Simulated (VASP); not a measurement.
Set up this calculation in VASP 6.6.1, as the native input.

- Task: single point
- Functional: BLYP
- Dispersion: D3(BJ)
- Potentials or basis: VASP PAW PBE potentials, release 64 (Ga_d, P)
- Cutoff: 520 eV
- k mesh: 8 × 8 × 8
- Occupations: fermi-dirac, width 0.05 eV
- Spin: no spin polarisation
- Dipole correction: no
- Further INCAR settings: ALGO = Normal; EDIFF = 1e-06; NBANDS = 16

The structure of GaP lies in POSCAR:

```
GaP
1.0
    0.0000000000      2.7786998443      2.7786998443
    2.7786998443      0.0000000000      2.7786998443
    2.7786998443      2.7786998443      0.0000000000
Ga P
1 1
Direct
    0.0000000000      0.0000000000      0.0000000000
    0.7500000000      0.7500000000      0.7500000000
```

These files were run (other wordings do the same):

INCAR

```
SYSTEM = GaP
PREC = Accurate ; ENCUT = 520
EDIFF = 1E-6 ; ISMEAR = -1
SIGMA = 0.05 ; LREAL = .False.
LASPH = .True. ; NELM = 60
ALGO = Normal ; ISIF = 2
LWAVE = .False. ; LCHARG = .True.
GGA = B5 ; ALDAX = 1.0
AGGAX = 1.0 ; AGGAC = 1.0
ALDAC = 0.0 ; IVDW = 12
VDW_S6 = 1.0 ; VDW_S8 = 2.6996
VDW_A1 = 0.4298 ; VDW_A2 = 4.2359
LELF = .True. ; LVHAR = .True.
NBANDS = 16
```

KPOINTS

```
Automatic mesh
0
Gamma
  8 8 8
  0 0 0
```

Potentials or basis: VASP PAW PBE potentials, release 64 (Ga_d, P).

Run with:

```sh
$ cat potpaw_PBE.64/Ga_d/POTCAR potpaw_PBE.64/P/POTCAR > POTCAR
$ mpirun -np 1 vasp_std > vasp.out
```

Results of the run:

```yaml
Pressure: -4.0 GPa
Band_gap_on_the_k_mesh: 1.24 eV
Dispersion_energy_per_atom: -0.664 eV
```

Caveat: the cell stands under tension; the PAW data sets were made with another functional, which shifts forces and pressure a little.

Run time: 50 s on 1 thread of Intel Xeon 8259CL (shared host), peak memory 0.18 GiB.
